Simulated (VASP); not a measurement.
# Al5O8 (a cell with a defect) in VASP: single point with PBEsol

Aim: the single point of Al5O8 (a cell with a defect) with PBEsol.

All numbers are computed with VASP 6.6.1; they aren't measurements. Logs are shortened: lines on timing, memory, paths and dates and some standing lists are left out, and cuts for length are marked.

**1. The cell of the first run**

The cell holds a defect, 39 atoms: a = 7.015 Å, b = 7.015 Å, c = 7.015 Å, α = 85.77°, β = 85.77°, γ = 85.77°.

**2. Single point, PBEsol, collinear spin (atoms taken out, then relaxed in part)**

Contents of INCAR:

```
PREC     = Accurate       # precision mode
ENCUT    = 520            # plane-wave cutoff, eV
EDIFF    = 1E-7           # SCF threshold, eV
ISMEAR   = 0              # smearing method
SIGMA    = 0.01           # smearing width, eV
LREAL    = Auto         
LASPH    = True           # aspherical terms in the spheres
NELM     = 150            # most SCF steps
ALGO     = Normal         # electronic algorithm
ISIF     = 2              # what is computed and relaxed
LWAVE    = False          # write WAVECAR
LCHARG   = True           # write CHGCAR
ISPIN    = 2              # spin polarisation
MAGMOM   = 0 0 0 0 0 0 0 0 0 0 0 0 0 0 0 0 0 0 0.333 0 0 0.333 0 0 0.333 0 0 0 0 0.333 0 0 0 0 0.333 0 0.333 0 0 # initial moments
LORBIT   = 11             # projections on sites
GGA      = PS             # functional
LELF     = True           # ELF
LVHAR    = True         
NELECT   = 192.0        
NBANDS   = 124            # bands
```

Contents of KPOINTS:

```
Automatic mesh
0
Gamma
  2 2 2
  0.5 0.5 0.5
```

Contents of POSCAR:

```
Al5O8
1.0
    0.0000000000      5.5123800749      4.3382851433
   -4.7738611801     -2.7561900374      4.3382851433
    4.7738611801     -2.7561900374      4.3382851433
Al O
15 24
Direct
    0.1548831000      0.6454629405      0.6441861913
    0.6454629405      0.6441861913      0.1548831000
    0.6441861913      0.1548831000      0.6454629405
    0.3372386082      0.3372386082      0.3372386082
    0.3501370040      0.8568338550      0.8532850368
    0.8568338550      0.8532850368      0.3501370040
    0.8532850368      0.3501370040      0.8568338550
    0.6456015169      0.6456015169      0.6456015169
    0.6509649104      0.1533130493      0.1474868722
    0.1533130493      0.1474868722      0.6509649104
    0.1474868722      0.6509649104      0.1533130493
    0.8522110195      0.8522110195      0.8522110195
    0.8700303306      0.3383234541      0.3399391767
    0.3383234541      0.3399391767      0.8700303306
    0.3399391767      0.8700303306      0.3383234541
    0.7525330337      0.4029050552      0.5960809963
    0.7515261261      0.9016916760      0.0966345320
    0.2497156569      0.8994670899      0.5923628329
    0.2552331569      0.4223683695      0.0971172102
    0.5902063111      0.4051477451      0.2533385057
    0.5986946057      0.9031216116      0.7471424829
    0.0954319467      0.8837309741      0.2573506438
    0.0953627514      0.4073443140      0.7576743360
    0.4029050552      0.5960809963      0.7525330337
    0.4223683695      0.0971172102      0.2552331569
    0.9016916760      0.0966345320      0.7515261261
    0.8994670899      0.5923628329      0.2497156569
    0.5960809963      0.7525330337      0.4029050552
    0.5923628329      0.2497156569      0.8994670899
    0.0971172102      0.2552331569      0.4223683695
    0.0966345320      0.7515261261      0.9016916760
    0.4051477451      0.2533385057      0.5902063111
    0.4073443140      0.7576743360      0.0953627514
    0.9031216116      0.7471424829      0.5986946057
    0.8837309741      0.2573506438      0.0954319467
    0.2533385057      0.5902063111      0.4051477451
    0.2573506438      0.0954319467      0.8837309741
    0.7576743360      0.0953627514      0.4073443140
    0.7471424829      0.5986946057      0.9031216116
```

Potentials or basis: VASP PAW PBE potentials, release 64 (Al, O).

Launch:

```bash
$ cat potpaw_PBE.64/Al/POTCAR potpaw_PBE.64/O/POTCAR > POTCAR
$ mpirun -np 1 vasp_std > vasp.out
```

OUTCAR:

```text
PREC = Accurate
   ENCUT = 520
   EDIFF = 1E-7
   ISMEAR = 0
   LREAL = Auto
   LASPH = True
   NELM = 150
   ISIF = 2
   ISPIN = 2
   LORBIT = 11
   GGA = PS
   NELECT = 192.0

 ion  position               nearest neighbor table
   1  0.155  0.645  0.644-  36 1.82  23 1.86  34 1.90  24 1.95  18 1.95  31 2.01   5 2.67  12 2.85
                            14 2.86  15 2.86   6 3.24   7 3.27   4 3.29
   2  0.645  0.644  0.155-  20 1.82  33 1.86  39 1.90  28 1.95  27 1.95  17 2.01   6 2.67  12 2.85
                            15 2.86  13 2.86   7 3.24   5 3.27   4 3.29
   3  0.644  0.155  0.645-  32 1.82  38 1.86  21 1.90  16 1.95  29 1.95  26 2.01   7 2.67  12 2.85
                            13 2.86  14 2.86   5 3.24   6 3.27   4 3.29
   4  0.337  0.337  0.337-  19 1.86  25 1.86  30 1.86  32 1.91  36 1.91  20 1.91  10 2.77  11 2.77
                             9 2.77  14 3.28  15 3.28  13 3.28   1 3.29   3 3.29   2 3.29
   5  0.350  0.857  0.853-  37 1.77  33 1.85  21 1.89  31 1.97  18 2.00  24 2.01   1 2.67  10 2.74
                            11 2.82   8 2.83   3 3.24   2 3.27
   6  0.857  0.853  0.350-  22 1.77  38 1.85  34 1.89  17 1.97  27 2.00  28 2.01   2 2.67  11 2.74
                             9 2.82   8 2.83   1 3.24   3 3.27
   7  0.853  0.350  0.857-  35 1.77  23 1.85  39 1.89  26 1.97  29 2.00  16 2.01   3 2.67   9 2.74
                            10 2.82   8 2.83   2 3.24   1 3.27
   8  0.646  0.646  0.646-  28 1.86  16 1.86  24 1.86  39 1.99  21 1.99  34 1.99  12 2.69   7 2.83
                             6 2.83   5 2.83
   9  0.651  0.153  0.147-  25 1.78  35 1.84  29 1.88  17 1.90  20 1.97  38 2.02  13 2.59   7 2.74
                             4 2.77   6 2.82  14 3.18  15 3.21  12 3.24
  10  0.153  0.147  0.651-  30 1.78  37 1.84  18 1.88  26 1.90  32 1.97  23 2.02  14 2.59   5 2.74
                             4 2.77   7 2.82  15 3.18  13 3.21  12 3.24
  11  0.147  0.651  0.153-  19 1.78  22 1.84  27 1.88  31 1.90  36 1.97  33 2.02  15 2.59   6 2.74
                             4 2.77   5 2.82  13 3.18  14 3.21  12 3.24
  12  0.852  0.852  0.852-  26 1.85  17 1.85  31 1.85  39 1.97  34 1.97  21 1.97   8 2.69   2 2.85
                             3 2.85   1 2.85  11 3.24  10 3.24   9 3.24
  13  0.870  0.338  0.340-  30 1.78  35 1.84  27 1.87  38 1.94  16 1.99  20 2.11   9 2.59   3 2.86
[... 15 lines left out ...]
  26  0.902  0.097  0.752-  12 1.85  10 1.90   7 1.97   3 2.01
  27  0.899  0.592  0.250-  13 1.87  11 1.88   2 1.95   6 2.00
  28  0.596  0.753  0.403-   8 1.86   2 1.95  15 1.99   6 2.01
  29  0.592  0.250  0.899-  14 1.87   9 1.88   3 1.95   7 2.00
  30  0.097  0.255  0.422-  13 1.78  10 1.78   4 1.86
  31  0.097  0.752  0.902-  12 1.85  11 1.90   5 1.97   1 2.01
  32  0.405  0.253  0.590-   3 1.82   4 1.91  10 1.97  14 2.11
  33  0.407  0.758  0.095-   5 1.85   2 1.86  15 1.94  11 2.02
  34  0.903  0.747  0.599-   6 1.89   1 1.90  12 1.97   8 1.99
  35  0.884  0.257  0.095-   7 1.77   9 1.84  13 1.84
  36  0.253  0.590  0.405-   1 1.82   4 1.91  11 1.97  15 2.11
  37  0.257  0.095  0.884-   5 1.77  10 1.84  14 1.84
  38  0.758  0.095  0.407-   6 1.85   3 1.86  13 1.94   9 2.02
  39  0.747  0.599  0.903-   7 1.89   2 1.90  12 1.97   8 1.99

  LATTYP: Found a trigonal (rhomboedric) cell.
 ALAT       =     7.0147738434
 COS(alpha) =     0.0737201435

  Lattice vectors:

 A1 = (   0.0000000000,   5.5123800749,   4.3382851433)
 A2 = (  -4.7738611801,  -2.7561900374,   4.3382851433)
 A3 = (   4.7738611801,  -2.7561900374,   4.3382851433)

Analysis of symmetry for initial positions (statically):
=====================================================================
 Subroutine PRICEL returns:
 Original cell was already a primitive cell.

 Routine SETGRP: Setting up the symmetry group for a
 trigonal (rhombohedral) supercell.

 Subroutine GETGRP returns: Found  3 space group operations
 (whereof  3 operations were pure point group operations)
 out of a pool of 12 trial point group operations.

The static configuration has the point symmetry C_3 .

Analysis of symmetry for dynamics (positions and initial velocities):
=====================================================================
 Subroutine PRICEL returns:
 Original cell was already a primitive cell.

 Routine SETGRP: Setting up the symmetry group for a
 trigonal (rhombohedral) supercell.

 Subroutine GETGRP returns: Found  3 space group operations
 (whereof  3 operations were pure point group operations)
 out of a pool of 12 trial point group operations.

The dynamic configuration has the point symmetry C_3 .

Analysis of structural, dynamic, and magnetic symmetry:
=====================================================================
 Subroutine PRICEL returns:
[... 159 lines left out ...]
   NELM   =    150;   NELMIN=  2; NELMDL= -5     # of ELM steps
   EDIFF  = 0.1E-06   stopping-criterion for ELM
   LREAL  =      T    real-space projection
   EDIFFG = 0.1E-05   stopping-criterion for IOM
   NSW    =      0    number of steps for IOM
   IBRION =     -1    ionic relax: 0-MD 1-quasi-New 2-CG
   NFREE  =      0    steps in history (QN), initial steepest desc. (CG)
   ISIF   =      2    stress and relaxation
   ISYM   =      2    0-nonsym 1-usesym 2-fastsym
   POTIM  = 0.5000    time-step for ionic-motion
   TEBEG  =    0.0;   TEEND  =   0.0 temperature during run
   PSTRESS=    0.0 pullay stress
   NELECT =     192.0000    total number of electrons
   NUPDOWN=      -1.0000    fix difference up-down
   EMIN   =  10.00;   EMAX   =-10.00  energy-range for DOS
   EFERMI =   0.00;   METHOD = LEGACY
   ISMEAR =     0;   SIGMA  =   0.01  broadening in eV -4-tet -1-fermi 0-gaus
   EFERMI_NEDOS =   21; number of points for ismear=-14 and -15
   IALGO  =     38    algorithm
   IMIX   =      4    mixing-type and parameters
     AMIX     =   0.40;   BMIX     =  1.00
     AMIX_MAG =   1.60;   BMIX_MAG =  1.00
  volume/ion in A,a.u.               =       8.78        59.26
  Fermi-wavevector in a.u.,A,eV,Ry     =   1.349872  2.550888 24.791903  1.822153
  Thomas-Fermi vector in A             =   2.477423
   LORBIT       =     11    0 simple, 1 ext, 2 COOP (PROOUT), +10 PAW based schemes
   GGA     = PS    functional components
   LHFCALC =     F    Hartree Fock is set to
   AEXX    =    0.0000 exact exchange contribution
   IVDW    =     0    specifies the selected vdW correction
   LEPSILON=     F    determine dielectric tensor
   LRPA    =     F    only Hartree local field effects (RPA)
 spin polarized calculation
 Gauss-broadening in eV      SIGMA  =   0.01
  energy-cutoff  :      520.00
  volume of cell :      342.49
 maximum number of plane-waves:      9235
 NGX is ok and might be reduce to    54
   NGX = 27   NGY = 27   NGZ = 27

 number of electron     191.9999982 magnetization       0.0001196

 number of electron     191.9999982 magnetization      -0.0000820

 Free energy of the ion-electron system (eV)
  ---------------------------------------------------
  ext. energy  EPLUGINS =         0.00000000
  ---------------------------------------------------
  free energy    TOTEN  =      -280.83011673 eV

  energy without entropy =     -280.83011673  energy(sigma->0) =     -280.83011673

 E-fermi :   6.1421     XC(G=0): -11.8125

 val. band max:        6.0816654497   @ k =   0.2500   0.2500   0.2500
 cond. band min:      12.5230546918   @ k =   0.2500   0.2500   0.2500
 fundamental gap:      6.4413892421
 Fermi energy:         6.1421194971

 spin component 1

 k-point     1 :       0.2500    0.2500    0.2500
  band No.  band energies     occupation
      1     -13.5461      1.00000
      2     -12.8098      1.00000
      3     -12.7578      1.00000
      4     -12.6153      1.00000
      5     -12.2255      1.00000
      6     -12.1305      1.00000
[... 211 lines left out ...]
    107      15.4598      0.00000
    108      15.6353      0.00000
 Fermi energy:         6.1421194971

 spin component 2

 k-point     1 :       0.2500    0.2500    0.2500
  band No.  band energies     occupation
      1     -13.5461      1.00000
      2     -12.8098      1.00000
      3     -12.7578      1.00000
      4     -12.6153      1.00000
      5     -12.2255      1.00000
      6     -12.1305      1.00000
[... 211 lines left out ...]
    107      15.4598      0.00000
    108      15.6353      0.00000
 [bands above 108 left out]

------------------------ aborting loop because EDIFF is reached ----------------------------------------

  FORCE on cell =-STRESS in cart. coord.  units (eV):
  Direction    XX          YY          ZZ          XY          YZ          ZX
  --------------------------------------------------------------------------------------
  -------------------------------------------------------------------------------------
  Total       35.1627695     35.1627695     41.7857449      0.0000000      0.0000000      0.0000000
  in kB      164.4922223    164.4922223    195.4746493      0.0000002      0.0000000      0.0000000
  external PRESSURE =     174.8196980 kB  Pullay stress =       0.0000000 kB

 VOLUME and BASIS-vectors are now :
 -----------------------------------------------------------------------------
  energy-cutoff  :      520.00
  volume of cell :      342.49
      direct lattice vectors                 reciprocal lattice vectors
     0.000000000  5.512380075  4.338285143     0.000000000  0.120939895  0.076835275
    -4.773861180 -2.756190037  4.338285143    -0.104737021 -0.060469947  0.076835275
     4.773861180 -2.756190037  4.338285143     0.104737021 -0.060469947  0.076835275

 POSITION                                       TOTAL-FORCE (eV/Angst)
 -----------------------------------------------------------------------------------
     -0.00610     -2.70074      6.26679         0.010859     -0.022270     -0.000896
     -2.33587      1.35565      6.26679        -0.024715      0.001731     -0.000896
      2.34196      1.34509      6.26679         0.013857      0.020539     -0.000896
      0.00000      0.00000      4.38911        -0.000000     -0.000000     -0.008553
     -0.01694     -2.78332      8.93798         0.022730      0.009367     -0.008112
     -2.40196      1.40633      8.93798        -0.003253     -0.024368     -0.008112
[... 31 lines left out ...]
      1.48936      2.79103      5.46789         0.007925      0.003485     -0.001359
      1.45329     -0.02076      9.75662         0.008908     -0.005026     -0.000767
 -----------------------------------------------------------------------------------
    total drift:                                0.000000      0.000000      0.022872

  FREE ENERGIE OF THE ION-ELECTRON SYSTEM (eV)
  ---------------------------------------------------
  free  energy   TOTEN  =      -280.8301167277 eV

  energy  without entropy=     -280.8301167277  energy(sigma->0) =     -280.83011673

 total charge

# of ion       s       p       d       tot
------------------------------------------
    1        0.322   0.417   0.000   0.739
    2        0.322   0.417   0.000   0.739
    3        0.322   0.417   0.000   0.739
    4        0.320   0.429   0.000   0.749
    5        0.325   0.423   0.000   0.749
    6        0.325   0.423   0.000   0.749
[... 31 lines left out ...]
   38        1.545   3.644   0.000   5.189
   39        1.545   3.627   0.000   5.171
--------------------------------------------------
tot         41.962  93.632   0.000 135.594

 magnetization (x)

# of ion       s       p       d       tot
------------------------------------------
    1       -0.000  -0.000   0.000  -0.000
    2       -0.000  -0.000   0.000  -0.000
    3       -0.000  -0.000   0.000  -0.000
    4       -0.000  -0.000   0.000  -0.000
    5       -0.000  -0.000   0.000  -0.000
    6       -0.000  -0.000   0.000  -0.000
[... 31 lines left out ...]
   38       -0.000   0.000   0.000  -0.000
   39       -0.000  -0.000   0.000  -0.000
--------------------------------------------------
tot         -0.000   0.000   0.000   0.000
```

Wall time 10 min (1 thread of Intel Xeon 8259CL, shared host); peak memory 0.55 GiB.

What came out:

```yaml
Free_energy: -280.8301 eV
Largest_force: 0.029 eV/Å
Net_moment: 0.00 μB per cell
Valence_electrons_inside_the_program's_atomic_spheres: Al 0.74, 0.75, 0.73, 0.77 (each value once); O 5.16, 5.17, 5.18, 5.21, 5.20, 5.19 (each value once)
```

Forces on the atoms (eV/Å):
```
Al   0.011 -0.022 -0.001
Al  -0.025  0.002 -0.001
Al   0.014  0.021 -0.001
Al   0.000  0.000 -0.009
Al   0.023  0.009 -0.008
Al  -0.003 -0.024 -0.008
Al  -0.019  0.015 -0.008
Al   0.000  0.000 -0.009
Al   0.004  0.019  0.009
Al   0.014 -0.013  0.009
Al  -0.018 -0.006  0.009
Al   0.000  0.000  0.008
Al   0.014 -0.022 -0.014
Al  -0.025 -0.001 -0.014
Al   0.012  0.023 -0.014
O   -0.016  0.011 -0.004
O   -0.003 -0.007 -0.003
O    0.005 -0.001  0.001
O    0.006  0.021  0.010
O    0.017  0.010  0.003
O   -0.009 -0.005 -0.001
O   -0.003  0.006  0.012
O   -0.001 -0.009 -0.001
O    0.018  0.008 -0.004
O    0.016 -0.016  0.010
O   -0.005  0.006 -0.003
O   -0.003 -0.004  0.001
O   -0.002 -0.019 -0.004
O   -0.002  0.004  0.001
O   -0.022 -0.005  0.010
O    0.008  0.001 -0.003
O    0.000 -0.020  0.003
O   -0.007  0.005 -0.001
O    0.000  0.010 -0.001
O    0.007 -0.001  0.012
O   -0.017  0.010  0.003
O   -0.004 -0.006  0.012
O    0.008  0.003 -0.001
O    0.009 -0.005 -0.001
```

Levels at points of the mesh, in eV from the Fermi level:
Spin up:
```
           k point  band 94  band 95  band 96  band 97  band 98  band 99
(0.25, 0.25, 0.25)    -0.36    -0.09    -0.06     6.38     8.24     8.25
```
Spin down:
```tsv
k point	band 94	band 95	band 96	band 97	band 98	band 99
(0.25, 0.25, 0.25)	-0.36	-0.09	-0.06	6.38	8.24	8.25
```

Caveat: the cell carries a net charge on a neutralising background, which shifts energy and pressure; the cell differs from its parent crystal (atoms taken out, then relaxed in part); the cell is charged against a uniform background, so pressure and absolute levels hang on convention; the PAW data sets were made with another functional, which shifts forces and pressure a little.
